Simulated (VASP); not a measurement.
# Sn (P6_3/mmc) in VASP: notebook, part 2 of 2

VASP 6.6.1. Earlier steps stand in the parts before.

### Step 5. Relaxation of cell and atoms, PBE

This run uses another cell than the first one, of 28.03 Å³/atom.

File INCAR:

```
  PREC = Accurate
  ENCUT = 600
  EDIFF = 1E-6
  ISMEAR = -1
  SIGMA = 0.1
  LREAL = False
  LASPH = True
  NELM = 60
  ALGO = Normal
  ISIF = 3
  LWAVE = False
  LCHARG = False
  GGA = PE
  IBRION = 2
  NSW = 80
  EDIFFG = -0.01
```

File KPOINTS:

```
Automatic mesh
0
Gamma
  11 11 6
```

File POSCAR:

```
Sn
1.0
    3.4098662044      0.0000000000      0.0000000000
   -1.7049331022      2.9530307565      0.0000000000
    0.0000000000      0.0000000000      5.5683115117
Sn
2
Direct
    0.3333333333      0.6666666667      0.2500000000
    0.6666666667      0.3333333333      0.7500000000
```

Potentials or basis: VASP PAW PBE potentials, release 64 (Sn_d).

Started as:

```
> cat potpaw_PBE.64/Sn_d/POTCAR > POTCAR
> mpirun -np 1 vasp_std > vasp.out
```

OUTCAR:

```text
PREC = Accurate
   ENCUT = 600
   EDIFF = 1E-6
   ISMEAR = -1
   LREAL = False
   LASPH = True
   NELM = 60
   ISIF = 3
   GGA = PE
   IBRION = 2
   NSW = 80
   EDIFFG = -0.01

 ion  position               nearest neighbor table
   1  0.333  0.667  0.250-   2 3.41   2 3.41   2 3.41   2 3.41   2 3.41   2 3.41
   2  0.667  0.333  0.750-   1 3.41   1 3.41   1 3.41   1 3.41   1 3.41   1 3.41

  LATTYP: Found a hexagonal cell.
 ALAT       =     3.4098662044
 C/A-ratio  =     1.6330000000

  Lattice vectors:

 A1 = (   3.4098662044,   0.0000000000,   0.0000000000)
 A2 = (  -1.7049331022,   2.9530307565,   0.0000000000)
 A3 = (   0.0000000000,   0.0000000000,   5.5683115117)

Analysis of symmetry for initial positions (statically):
=====================================================================
[... 290 lines left out ...]

  energy without entropy =       -7.58041092  energy(sigma->0) =       -7.59584770

 E-fermi :   7.8861     XC(G=0): -10.2746

 val. band max:        7.8574075790   @ k =   0.1818   0.1818   0.5000
 cond. band min:       7.9237105397   @ k =   0.2727   0.0909   0.3333
 fundamental gap:      0.0663029606
 Fermi energy:         7.8860790203

 k-point     1 :       0.0000    0.0000    0.0000
  band No.  band energies     occupation
      1     -13.6692      2.00000
      2     -13.6626      2.00000
      3     -13.6540      2.00000
      4     -13.6540      2.00000
      5     -13.6449      2.00000
      6     -13.6449      2.00000
[... 481 lines left out ...]
      5     -13.6229      2.00000
      6     -13.6029      2.00000
[... 10 lines left out ...]
     17      13.2562      0.00000
     18      13.8617      0.00000

 [... further k-points ...]

------------------------ aborting loop because EDIFF is reached ----------------------------------------

  FORCE on cell =-STRESS in cart. coord.  units (eV):
  Direction    XX          YY          ZZ          XY          YZ          ZX
  --------------------------------------------------------------------------------------
  -------------------------------------------------------------------------------------
  Total       -0.0109688     -0.0109688     -0.0140234      0.0000000      0.0000000     -0.0000000
  in kB       -0.3170191     -0.3170191     -0.4053019      0.0000000      0.0000000     -0.0000000
  external PRESSURE =      -0.3464467 kB  Pullay stress =       0.0000000 kB
[... 17 lines left out ...]
  FREE ENERGIE OF THE ION-ELECTRON SYSTEM (eV)
  ---------------------------------------------------
  free  energy   TOTEN  =        -7.6112844845 eV

  energy  without entropy=       -7.5804109215  energy(sigma->0) =       -7.59584770

 reached required accuracy - stopping structural energy minimisation
```

CONTCAR:

```text
Sn
   1.00000000000000
     3.3768651512060237   -0.0000000000000000    0.0000000000000000
    -1.6884325756030119    2.9244510060828524   -0.0000000000000000
    -0.0000000000000000   -0.0000000000000000    5.6134031949973391
  Sn
     2
Direct
     0.3333333332999970    0.6666666667000030    0.2500000000000000
     0.6666666667000030    0.3333333332999970    0.7500000000000000

  0.00000000E+00  0.00000000E+00  0.00000000E+00
  0.00000000E+00  0.00000000E+00  0.00000000E+00
```

Wall time 62 s (1 thread of Intel Xeon 6975P-C (Granite Rapids), shared host); peak memory 0.22 GiB.

What came out:

```
Free energy                           : -7.6113 eV
Relaxed volume                        : 27.72 Å³/atom
Relaxed cell                          : a = 3.377 Å, b = 3.377 Å, c = 5.613 Å, α = 90.00°, β = 90.00°, γ = 120.00°
Space group after relaxing (to 0.1 Å) : P6_3/mmc (No. 194)
Energy gained by relaxing             : 2.1 meV/atom
Ionic steps                           : 4
Pressure after relaxing               : 0.0 GPa
Band gap on the k mesh                : zero (bands 14 and 15 overlap by 7.78 eV)
```

The path:
| step | energy change (eV) | largest force (eV/Å) | pressure (GPa) | volume (Å³) |
| --- | --- | --- | --- | --- |
| 1 | 0.0000 | 0.0000 | -0.52 | 56.07 |
| 2 | -0.0038 | 0.0000 | 0.09 | 55.34 |
| 3 | -0.0038 | 0.0000 | 0.19 | 55.22 |
| 4 | -0.0042 | 0.0000 | -0.03 | 55.44 |

Final structure:
```xyz
2
Lattice="3.3769 0.0000 0.0000 -1.6884 2.9245 0.0000 0.0000 0.0000 5.6134" Properties=species:S:1:pos:R:3 pbc="T T T"
Sn    0.0000    1.9496    1.4034
Sn    1.6884    0.9748    4.2101
```

Levels at points of the mesh, in eV from the Fermi level:
| k point | band 12 | band 13 | band 14 | band 15 | band 16 | band 17 |
| --- | --- | --- | --- | --- | --- | --- |
| (0.00, 0.00, 0.00) | -6.93 | -4.55 | 5.83 | 5.83 | 7.35 | 7.50 |
| (0.00, 0.00, 0.50) | -9.75 | 0.73 | 0.73 | 6.68 | 6.68 | 6.68 |

Caveat: spin-orbit coupling is left out, which moves the levels of the heavy elements.

### Step 6. Single point, PBE

This run uses another cell than the first one, of 27.73 Å³/atom.

File INCAR:

```
PREC = Accurate
ENCUT = 520
EDIFF = 1E-6
ISMEAR = -1
SIGMA = 0.1
LREAL = False
LASPH = True
NELM = 60
ALGO = Normal
ISIF = 2
LWAVE = False
LCHARG = False
GGA = PE
NBANDS = 21
```

File KPOINTS:

```
Automatic mesh
0
Gamma
  18 18 9
```

File POSCAR:

```
Sn
1.0
    3.3772842427      0.0000000000      0.0000000000
   -1.6886421214      2.9248139500      0.0000000000
    0.0000000000      0.0000000000      5.6150199658
Sn
2
Direct
    0.3333333333      0.6666666667      0.2500000000
    0.6666666667      0.3333333333      0.7500000000
```

Potentials or basis: VASP PAW PBE potentials, release 64 (Sn_d).

Started as:

```
> cat potpaw_PBE.64/Sn_d/POTCAR > POTCAR
> mpirun -np 1 vasp_std > vasp.out
```

Wall time 64 s (1 thread of Intel Xeon 6975P-C (Granite Rapids), shared host); peak memory 0.29 GiB.

It converged, with:

```
Free energy            : -7.5936 eV
Pressure               : -0.1 GPa
Band gap on the k mesh : zero (bands 14 and 15 overlap by 8.25 eV)
```

Stress tensor (GPa, compression positive):
```
 0.17  0.00  0.00
 0.00  0.17  0.00
 0.00  0.00 -0.55
```

Levels at points of the mesh, in eV from the Fermi level:
| k point | band 11 | band 12 | band 13 | band 14 | band 15 | band 16 | band 17 | band 18 |
| --- | --- | --- | --- | --- | --- | --- | --- | --- |
| (0.00, 0.00, 0.00) | -10.96 | -6.91 | -4.54 | 5.84 | 5.84 | 7.36 | 7.51 | 7.51 |
| (0.50, 0.00, 0.00) | -6.97 | -5.85 | -2.46 | -1.56 | -0.73 | 1.26 | 2.21 | 5.69 |

Caveat: spin-orbit coupling is left out, which moves the levels of the heavy elements.

### Step 7. Summary

| task | cell | k mesh | cutoff (eV) | gap on the mesh (eV) | pressure (GPa) |
| --- | --- | --- | --- | --- | --- |
| single point | a = 3.422, b = 3.422, c = 5.689 Å, angles 90.0, 90.0, 120.0°, 2 atoms | 12 × 12 × 7 | 520 | none | -1.6 |
| single point | a = 3.465, b = 3.465, c = 5.761 Å, angles 90.0, 90.0, 120.0°, 2 atoms | 12 × 12 × 7 | 520 | none | -3.0 |
| single point | a = 3.507, b = 3.507, c = 5.831 Å, angles 90.0, 90.0, 120.0°, 2 atoms | 12 × 12 × 7 | 520 | none | -4.0 |
| relaxation of cell and atoms | relaxed from a = 3.410, b = 3.410, c = 5.568 Å, angles 90.0, 90.0, 120.0°, 2 atoms | 11 × 11 × 6 | 600 | none | 0.0 |
| single point | a = 3.377, b = 3.377, c = 5.615 Å, angles 90.0, 90.0, 120.0°, 2 atoms | 18 × 18 × 9 | 520 | none | -0.1 |

Alike in all rows: level PBE; potentials or basis VASP PAW PBE potentials, release 64 (Sn_d); no spin polarisation; smearing fermi-dirac 0.1 eV.

Caveats: spin-orbit coupling is left out, which moves the levels of the heavy elements; the cell stands under tension (at least some runs).

Total energies depend on the potentials used, so only differences within one code and one set of settings carry meaning.
